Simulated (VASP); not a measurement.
Crystal: K.

```
K
1.0
     4.31044    0.00000    0.00000
     0.00000    4.31044    0.00000
     0.00000    0.00000    4.31044
K
1
Direct
  0.00000 0.00000 0.00000
```

This isn't the form of K at room conditions, which is bcc.

```yaml
Program: VASP 6.6.1
Task: relaxation of cell and atoms
Functional: PBE
Dispersion: D3(BJ)
Potentials_or_basis: VASP PAW PBE potentials, release 64 (K_sv)
Cutoff: 600 eV
k_mesh: 10 × 10 × 10
Occupations: gaussian, width 0.1 eV
Spin: no spin polarisation
```

At the start: pressure -0.3 GPa; volume 80.09 Å³/atom.

Task: How do energy, volume and symmetry change on relaxing?

Result: Over 4 steps the energy falls by 6.2 meV/atom and the volume is 72.81 Å³/atom (-9.1 %); space group Pm-3m (No. 221, to 0.1 Å) before and after.

Step by step:
```tsv
step	energy change (eV)	largest force (eV/Å)	pressure (GPa)	volume (Å³)
1	0.0000	0.0000	-0.26	80.09
2	-0.0022	0.0000	-0.21	78.61
3	-0.0059	0.0000	-0.06	74.30
4	-0.0062	0.0000	0.00	72.81
```

Final structure:
```yaml
crystal:
  lattice:
    - [4.17562, 0.00000, 0.00000]
    - [0.00000, 4.17562, 0.00000]
    - [0.00000, 0.00000, 4.17562]
  atoms:
    - { symbol: K, position: [0.00000, 0.00000, 0.00000] }
```
